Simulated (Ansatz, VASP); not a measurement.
**LiBr: VASP beside Ansatz**

INCAR

```
SYSTEM = LiBr
PREC = Accurate
ENCUT = 650
EDIFF = 1E-8
ISMEAR = -1
SIGMA = 0.08
LREAL = .False.
LASPH = .True.
NELM = 120
ALGO = Normal
ISIF = 2
LWAVE = .False.
LCHARG = .False.
GGA = PE
LEFG = .True.
NBANDS = 12
GGA_COMPAT = .False.
```

The input KPOINTS:

```
Automatic mesh
0
Gamma
  12 12 12
  0 0 0
```

File POSCAR:

```
LiBr
1.0
    0.0000000000      2.7343607990      2.7961140551
    2.7343607990      0.0000000000      2.7961140551
    2.7343607990      2.7343607990      0.0000000000
Li Br
1 1
Direct
    0.0000000000      0.0000000000      0.0000000000
    0.5000000000      0.5000000000      0.5000000000
```

Input for Ansatz:

```yaml
crystal:
  lattice:
    - [0.0, 2.734360799, 2.7961140551]
    - [2.734360799, 0.0, 2.7961140551]
    - [2.734360799, 2.734360799, 0.0]
  atoms:
    - { symbol: Li, position: [0.0, 0.0, 0.0] }
    - { symbol: Br, position: [0.5, 0.5, 0.5] }
kpoints:
  mp_grid: { grid: [12, 12, 12] }
scf:
  occupations: { method: fermi_dirac, width: 0.08 }
hamiltonian:
  xc: pbe
  pseudopotentials: { kind: paw }
output:
  forces: true
  stress: true
  eigenvalues: true
  efg: { contact_densities: true }
```

Change from the starting cell: z stretched by +1.5 % at fixed volume, PAW files.

Alike in both runs: task electric field gradients; functional PBE; k mesh 12 × 12 × 12; occupations fermi-dirac, width 0.08 eV; no spin polarisation.

|  | VASP | Ansatz |
| --- | --- | --- |
| version | VASP 6.6.1 | Ansatz 0.2.0 |
| potentials or method | VASP PAW PBE potentials, release 64 (Li_sv, Br) | PAW with Ansatz's default frozen-core files, scalar-relativistic |
| plane-wave cutoff (eV) | 650 | 420 |
| valence electrons in the cell | 10 | 10 |

```tsv
	VASP	Ansatz	Ansatz less VASP
gap on the k mesh at the Fermi level (eV)	4.89	4.88	-0.008
pressure (GPa)	0.0	0.0	+0.08
traceless stress, the component that is largest in VASP (GPa)	-0.36	-0.36	+0.002
size of Vzz on the site where it differs most (V/Å²)	2.7	3.1	+0.41
```
